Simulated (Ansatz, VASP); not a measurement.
Si2Mo in VASP and in Ansatz

```
CELL_PARAMETERS angstrom
-1.62765 1.58835 3.93050
1.58835 -1.62765 3.93050
1.61165 1.61165 -3.94650
ATOMIC_POSITIONS crystal
Si 0.33300 0.33300 0.00000
Si 0.66700 0.66700 0.00000
Mo 0.00000 0.00000 0.00000
```

Change from the starting cell: equal xy, yz and zx shear strains of -1 %, crystal datasets.

Alike in both runs: task electric field gradients; functional PBEsol; k mesh 12 × 12 × 16; occupations fermi-dirac, width 0.03 eV; no spin polarisation.

|  | VASP | Ansatz |
| --- | --- | --- |
| version | VASP 6.6.1 | Ansatz 0.2.0 |
| potentials or method | VASP PAW PBE potentials, release 64 (Si, Mo_sv), cutoff 520 eV | all-electron PAW with datasets made for the crystal, scalar-relativistic |

|  | VASP | Ansatz | Ansatz less VASP |
| --- | --- | --- | --- |
| pressure (GPa) | -2.3 | -2.6 | -0.33 |
| traceless stress, the component that is largest in VASP (GPa) | 2.06 | 2.06 | -0.003 |
| rms of the force components (eV/Å) | 0.154 | 0.156 | +0.0018 |
| size of Vzz on the site where it differs most (V/Å²) | 59.5 | 60.7 | +1.19 |

VASP's potentials were made for PBE, not for PBEsol. Atom by atom the forces differ by 0.002 eV/Å (rms over components). Ansatz ran all-electron here, and VASP with PAW potentials.
